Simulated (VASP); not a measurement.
# MgO (P-6m2) in VASP: G0W0 quasiparticle levels with PBEsol

Aim: the G0W0 quasiparticle levels of MgO with PBEsol.

Program: VASP 6.6.1. These are calculated values, not measurements. Logs are shortened: lines on timing, memory, paths and dates and some standing lists are left out, and cuts for length are marked.

## Step 1: The cell of the first run

Symmetry: P-6m2, No. 187, hexagonal system. Conventional cell: a = 2.938 Å, b = 2.938 Å, c = 2.680 Å, α = 90.00°, β = 90.00°, γ = 120.00°. Mg (site symmetry -6m2) has 6 O at 2.16 Å and 8 Mg at 2.68 to 2.94 Å within 3.0 Å. O (site symmetry -6m2) has 6 Mg at 2.16 Å and 8 O at 2.68 to 2.94 Å within 3.0 Å.

## Step 2: G0W0 quasiparticle levels, PBEsol

Input file POSCAR:

```
MgO
1.0
    2.9380209022      0.0000000000      0.0000000000
   -1.4690104511      2.5444007381      0.0000000000
    0.0000000000      0.0000000000      2.6796800000
Mg O
1 1
Direct
    0.0000000000      0.0000000000      0.0000000000
    0.3333333333      0.6666666667      0.5000000000
```

Input file INCAR.step1:

```
SYSTEM = MgO
PREC = Accurate
ENCUT = 500
EDIFF = 1E-8
ISMEAR = 0
SIGMA = 0.01
LREAL = .FALSE.
LASPH = .TRUE.
NELM = 80
ALGO = Normal
LWAVE = .TRUE.
LCHARG = .FALSE.
GGA = PS
```

Input file INCAR.step2:

```
SYSTEM = MgO
PREC = Accurate
ENCUT = 500
EDIFF = 1E-8
ISMEAR = 0
SIGMA = 0.01
LREAL = .FALSE.
LASPH = .TRUE.
NELM = 1
ALGO = Exact
LWAVE = .TRUE.
LCHARG = .FALSE.
GGA = PS
NBANDS = 64
LOPTICS = .TRUE.
ISTART = 1
```

Input file INCAR.step3:

```
SYSTEM = MgO
PREC = Accurate
ENCUT = 500
EDIFF = 1E-8
ISMEAR = 0
SIGMA = 0.01
LREAL = .FALSE.
LASPH = .TRUE.
ALGO = EVGW0
LWAVE = .FALSE.
LCHARG = .FALSE.
GGA = PS
NELMGW = 1
NBANDS = 64
ENCUTGW = 100.0
NOMEGA = 48
PRECFOCK = Fast
ISTART = 1
NBANDSGW = 12
```

Input file KPOINTS:

```
Automatic mesh
0
G
  6 6 4
  0 0 0
```

Potentials or basis: VASP PAW PBE potentials, release 64 (Mg_GW, O_GW).

On the command line:

```
> cat potpaw_PBE.64/Mg_GW/POTCAR potpaw_PBE.64/O_GW/POTCAR > POTCAR
> cp INCAR.step1 INCAR
> mpirun -np 1 vasp_std > vasp.out
> cp INCAR.step2 INCAR
> mpirun -np 1 vasp_std > vasp.out
> cp INCAR.step3 INCAR
> mpirun -np 1 vasp_std > vasp.out
```

OUTCAR:

```text
SYSTEM = MgO
   PREC = Accurate
   ENCUT = 500
   EDIFF = 1E-8
   ISMEAR = 0
   LREAL = .FALSE.
   LASPH = .TRUE.
   GGA = PS
   NELMGW = 1
   ENCUTGW = 100.0
   PRECFOCK = Fast
   ISTART = 1

 ion  position               nearest neighbor table
   1  0.000  0.000  0.000-   2 2.16   2 2.16   2 2.16   2 2.16   2 2.16   2 2.16
   2  0.333  0.667  0.500-   1 2.16   1 2.16   1 2.16   1 2.16   1 2.16   1 2.16

  LATTYP: Found a hexagonal cell.
 ALAT       =     2.9380209022
 C/A-ratio  =     0.9120697535

  Lattice vectors:

 A1 = (   2.9380209022,   0.0000000000,   0.0000000000)
 A2 = (  -1.4690104511,   2.5444007381,   0.0000000000)
 A3 = (   0.0000000000,   0.0000000000,   2.6796800000)

Analysis of symmetry for initial positions (statically):
=====================================================================
 Subroutine PRICEL returns:
 Original cell was already a primitive cell.

 Routine SETGRP: Setting up the symmetry group for a
 hexagonal supercell.

 Subroutine GETGRP returns: Found 12 space group operations
 (whereof 12 operations were pure point group operations)
 out of a pool of 24 trial point group operations.

The static configuration has the point symmetry D_3h.

Analysis of symmetry for dynamics (positions and initial velocities):
=====================================================================
 Subroutine PRICEL returns:
 Original cell was already a primitive cell.

 Routine SETGRP: Setting up the symmetry group for a
 hexagonal supercell.

 Subroutine GETGRP returns: Found 12 space group operations
 (whereof 12 operations were pure point group operations)
 out of a pool of 24 trial point group operations.

The dynamic configuration has the point symmetry D_3h.

 Subroutine INISYM returns: Found 12 space group operations
 (whereof 12 operations are pure point group operations),
 and found     1 'primitive' translations

----------------------------------------------------------------------------------------

                                     Primitive cell

  volume of cell :      20.0320

  direct lattice vectors                    reciprocal lattice vectors
     2.938020902  0.000000000  0.000000000     0.340365176  0.196509926  0.000000000
    -1.469010451  2.544400738  0.000000000     0.000000000  0.393019851  0.000000000
     0.000000000  0.000000000  2.679680000     0.000000000  0.000000000  0.373178887

  length of vectors
     2.938020902  2.938020902  2.679680000     0.393019851  0.393019851  0.373178887

  position of ions in fractional coordinates (direct lattice)
     0.000000000  0.000000000  0.000000000
     0.333333333  0.666666667  0.500000000

  ion indices of the primitive-cell ions
   primitive index   ion index
                 1           1
                 2           2

----------------------------------------------------------------------------------------

 KPOINTS: Automatic mesh

Automatic generation of k-mesh.
 Grid dimensions read from file:
 generate k-points for:    6    6    4

 Generating k-lattice:

  Cartesian coordinates                     Fractional coordinates (reciprocal lattice)
     0.056727529  0.032751654  0.000000000     0.166666667  0.000000000  0.000000000
     0.000000000  0.065503309  0.000000000     0.000000000  0.166666667  0.000000000
     0.000000000  0.000000000  0.093294722     0.000000000  0.000000000  0.250000000

  Length of vectors
     0.065503309  0.065503309  0.093294722

  Shift w.r.t. Gamma in fractional coordinates (k-lattice)
     0.000000000  0.000000000  0.000000000

 Subroutine IBZKPT returns following result:
 ===========================================

 Found     21 irreducible k-points:

 Following reciprocal coordinates:
            Coordinates               Weight
  0.000000  0.000000  0.000000      1.000000
  0.166667  0.000000  0.000000      6.000000
  0.333333  0.000000  0.000000      6.000000
  0.500000  0.000000  0.000000      3.000000
  0.166667  0.166667  0.000000      6.000000
  0.333333  0.166667  0.000000     12.000000
[... 13 lines left out ...]
  0.333333  0.166667  0.500000     12.000000
  0.333333  0.333333  0.500000      2.000000
   k-points           NKPTS =     21   k-points in BZ     NKDIM =    144   number of bands    NBANDS=     64
   number of dos      NEDOS =    301   number of ions     NIONS =      2
   total plane-waves  NPLWV =  11520
   dimension x,y,z NGX =    24 NGY =   24 NGZ =   20
   dimension x,y,z NGXF=    48 NGYF=   48 NGZF=   40
   ions per type =               1   1
   NGX,Y,Z   is equivalent  to a cutoff of  13.58, 13.58, 12.41 a.u.
   NGXF,Y,Z  is equivalent  to a cutoff of  27.16, 27.16, 24.82 a.u.
 SYSTEM =  MgO
   PREC   = accura    normal or accurate (medium, high low for compatibility)
   ISTART =      1    job   : 0-new  1-cont  2-samecut
   ICHARG =      0    charge: 1-file 2-atom 10-const
   ISPIN  =      1    spin polarized calculation?
   LNONCOLLINEAR =      F non collinear calculations
   LSORBIT =      F    spin-orbit coupling
   LASPH  =      T    aspherical Exc in radial PAW
   ENCUT  =  500.0 eV  36.75 Ry    6.06 a.u.   5.36  5.36  4.89*2*pi/ulx,y,z
   NELM   =     60;   NELMIN=  2; NELMDL=  0     # of ELM steps
   EDIFF  = 0.1E-07   stopping-criterion for ELM
   LREAL  =      F    real-space projection
   EDIFFG = 0.1E-06   stopping-criterion for IOM
   NSW    =      0    number of steps for IOM
   IBRION =     -1    ionic relax: 0-MD 1-quasi-New 2-CG
   NFREE  =      0    steps in history (QN), initial steepest desc. (CG)
   ISIF   =      0    stress and relaxation
   ISYM   =      3    0-nonsym 1-usesym 2-fastsym
   POTIM  = 0.5000    time-step for ionic-motion
   TEBEG  =    0.0;   TEEND  =   0.0 temperature during run
   PSTRESS=    0.0 pullay stress
   NELECT =       8.0000    total number of electrons
   NUPDOWN=      -1.0000    fix difference up-down
   EMIN   =  10.00;   EMAX   =-10.00  energy-range for DOS
   EFERMI =   0.00;   METHOD = LEGACY
   ISMEAR =     0;   SIGMA  =   0.01  broadening in eV -4-tet -1-fermi 0-gaus
   EFERMI_NEDOS =   21; number of points for ismear=-14 and -15
   IALGO  =     38    algorithm
   IMIX   =      4    mixing-type and parameters
     AMIX     =   0.40;   BMIX     =  1.00
     AMIX_MAG =   1.60;   BMIX_MAG =  1.00
  volume/ion in A,a.u.               =      10.02        67.59
  Fermi-wavevector in a.u.,A,eV,Ry     =   1.205583  2.278221 19.775115  1.453430
  Thomas-Fermi vector in A             =   2.341275
   LORBIT       =      0    0 simple, 1 ext, 2 COOP (PROOUT), +10 PAW based schemes
   GGA     = PS    functional components
   LHFCALC =     T    Hartree Fock is set to
   PRECFOCK=fast      Normal, Fast or Accurate (Low or Medium for compatibility)
   ENCUT4O =  -1.0   cutoff for four orbital integrals eV
   NKREDX  =     1    reduce k-point grid by
   NKREDY  =     1    reduce k-point grid by
   NKREDZ  =     1    reduce k-point grid by
   AEXX    =    1.0000 exact exchange contribution
   HFSCREEN=    0.0000 screening length (either q_TF or 0.3 A-1)
   HFSCREENC=   0.0000 screening length for correlation (either q_TF or 0.3 A-1)
   ENCUTFOCK=  -1.0 apply spherical cutoff to Coloumb kernel
   IVDW    =     0    specifies the selected vdW correction
   LEPSILON=     F    determine dielectric tensor
   LRPA    =     F    only Hartree local field effects (RPA)
   LRPAFORCE           =     F    calculate RPA forces
   ENCUTGW             = 100.0    cutoff for response function in eV
   ENCUTGWSOFT         =  80.0    soft cutoff for Coulomb kernel in GW response function in eV
   ENCUTLF             =  -1.0    cutoff for local field effects
   NELMGW              =     1    number of iterations in solving QP/BSE equation
   NELMHF              =     1    number of iterations in the inner HF iteration
   NKREDLFX            =     1    NKREDLFY  =   1   NKREDLFZ  =   1
 non-spin polarized calculation
 Gauss-broadening in eV      SIGMA  =   0.01
  energy-cutoff  :      500.00
  volume of cell :       20.03
 maximum number of plane-waves:       526
 NGX is ok and might be reduce to    24
  NGX = 14; NGY = 14; NGZ = 12
   NGX = 11   NGY = 11   NGZ =  9
 maximum number of plane-waves:        52
 NGX is ok and might be reduce to    10

 QP shifts <psi_nk| G(iteration)W_0 |psi_nk>: iteration 1
 for sc-GW calculations column KS-energies equals QP-energies in previous step
 and V_xc(KS)=  KS-energies - (<T + V_ion + V_H > + <T+V_H+V_ion>^1  + <V_x>^1)

 k-point   1 :       0.0000    0.0000    0.0000
  band No.  KS-energies  QP-energies   sigma(KS)   V_xc(KS)     V^pw_x(r,r')   Z            occupation Imag(sigma)

      1     -14.1863     -16.1448     -20.7788     -17.9310     -29.7250       0.6877       2.0000       1.1942
      2       2.5834       1.5706     -20.3797     -19.0466     -24.4929       0.7598       2.0000       0.1382
      3       2.5834       1.5706     -20.3797     -19.0466     -24.4929       0.7598       2.0000       0.1382
      4       2.7879       1.7426     -20.5324     -19.1518     -24.7678       0.7572       2.0000       0.1428
      5       6.1058       7.1179     -10.1769     -11.4060      -6.9574       0.8235       0.0000      -0.0784
      6      14.8821      16.1525      -7.7127      -9.2750      -3.2927       0.8132       0.0000      -0.1336
      7      18.6053      19.9155      -7.4156      -9.0323      -2.7430       0.8104       0.0000      -0.2477
      8      18.6053      19.9155      -7.4156      -9.0323      -2.7430       0.8104       0.0000      -0.2477
      9      22.8267      24.0441      -7.3802      -8.8193      -2.1487       0.8459       0.0000      -0.7205
     10      23.8565      25.4677      -9.1276     -11.1820      -3.4314       0.7842       0.0000      -0.7063
     11      25.5116      27.1527      -9.3093     -11.4248      -3.4328       0.7758       0.0000      -0.7445
     12      25.5116      27.1527      -9.3093     -11.4248      -3.4328       0.7758       0.0000      -0.7445

 k-point   2 :       0.1667    0.0000    0.0000
  band No.  KS-energies  QP-energies   sigma(KS)   V_xc(KS)     V^pw_x(r,r')   Z            occupation Imag(sigma)

      1     -13.9492     -15.9204     -21.0037     -18.1530     -29.9178       0.6915       2.0000       1.1615
      2       1.0696      -0.0874     -18.2767     -16.7481     -22.2062       0.7569       2.0000       0.1562
      3       2.3889       1.3378     -20.1879     -18.8041     -24.3280       0.7596       2.0000       0.1409
      4       2.8732       1.8374     -20.6299     -19.2669     -24.8660       0.7599       2.0000       0.1420
      5       7.5187       8.6468     -11.4165     -12.8134      -8.2911       0.8076       0.0000      -0.0809
      6      14.6986      15.9986      -7.9168      -9.5338      -3.4457       0.8040       0.0000      -0.1458
      7      16.9950      18.3370      -8.3647     -10.0223      -3.8562       0.8097       0.0000      -0.1898
      8      19.2654      20.6547      -7.9563      -9.6888      -3.0936       0.8019       0.0000      -0.3079
      9      23.4055      24.9755      -8.7448     -10.7421      -3.2836       0.7860       0.0000      -0.5972
     10      24.0737      25.6479      -8.3964     -10.3833      -2.9288       0.7923       0.0000      -0.6697
     11      26.0163      27.6273      -8.9440     -10.9799      -3.1627       0.7913       0.0000      -0.7570
     12      27.3039      28.5025      -7.4802      -8.9354      -1.8941       0.8237       0.0000      -0.9244
[... 276 lines left out ...]
      1     -12.3576     -14.3168     -22.5742     -19.7359     -31.3207       0.6902       2.0000       0.9500
      2      -0.5893      -1.9087     -18.0180     -16.2212     -22.5589       0.7343       2.0000       0.2153
      3       0.1587      -1.1628     -18.2040     -16.4215     -22.5882       0.7414       2.0000       0.1876
      4       1.8051       0.6529     -19.6125     -18.0871     -23.8387       0.7553       2.0000       0.1522
      5       9.2664      10.2984      -7.2603      -8.5242      -3.3110       0.8166       0.0000      -0.1064
      6      15.1697      16.5565      -7.5537      -9.2729      -3.1182       0.8067       0.0000      -0.1757
      7      15.4440      16.9661      -9.9008     -11.8239      -5.3884       0.7915       0.0000      -0.1699
      8      17.5171      19.1167     -11.0021     -13.0448      -6.1097       0.7831       0.0000      -0.2954
      9      19.4675      21.3016     -10.8458     -13.2085      -5.6109       0.7763       0.0000      -0.4037
     10      24.6642      26.2637      -9.4516     -11.4621      -3.8157       0.7956       0.0000      -0.6819
     11      26.1977      27.8037      -7.8399      -9.8290      -2.4213       0.8074       0.0000      -0.6974
     12      31.1385      32.6776      -6.8979      -8.7516      -1.3924       0.8303       0.0000      -0.9965

 k-point  21 :       0.3333    0.3333    0.5000
  band No.  KS-energies  QP-energies   sigma(KS)   V_xc(KS)     V^pw_x(r,r')   Z            occupation Imag(sigma)

      1     -12.2551     -14.2193     -22.6931     -19.8544     -31.4269       0.6920       2.0000       0.9396
      2      -0.3580      -1.6661     -18.3611     -16.5835     -22.9219       0.7358       2.0000       0.2079
      3       0.6624      -0.6156     -18.5457     -16.8318     -22.8719       0.7457       2.0000       0.1758
      4       0.6916      -0.5789     -18.6110     -16.9081     -22.9300       0.7461       2.0000       0.1750
      5       9.3887      10.3547      -6.8316      -8.0172      -2.7624       0.8148       0.0000      -0.1114
      6      13.6117      14.9914      -7.1882      -8.8695      -3.0056       0.8207       0.0000      -0.1296
      7      16.4840      18.2506     -11.1186     -13.4066      -6.3411       0.7721       0.0000      -0.1981
      8      17.7762      19.3150     -10.8490     -12.7888      -6.0009       0.7933       0.0000      -0.3193
      9      19.7696      21.7089     -11.7554     -14.2863      -6.3618       0.7662       0.0000      -0.4308
     10      23.4785      25.0111      -8.8898     -10.7620      -3.5320       0.8186       0.0000      -0.6095
     11      28.8661      30.5422      -7.2028      -9.2663      -1.9383       0.8122       0.0000      -0.7098
     12      31.2067      32.6481      -7.0428      -8.8295      -1.3803       0.8067       0.0000      -1.0008
```

Wall time 3.2 min (1 thread of Intel Xeon 8259CL, shared host); peak memory 0.27 GiB.

What came out:

* Quasiparticle gap: 4.91 eV
* Least direct quasiparticle gap: 5.38 eV
* Band gap of the starting levels on the mesh: 2.91 eV
* Least direct gap of the starting levels on the mesh: 3.32 eV

Caveat: the k points lie up to 0.59 Å⁻¹ apart; bands, screening cutoff and mesh are small and nothing is extrapolated, so the quasiparticle values aren't converged.
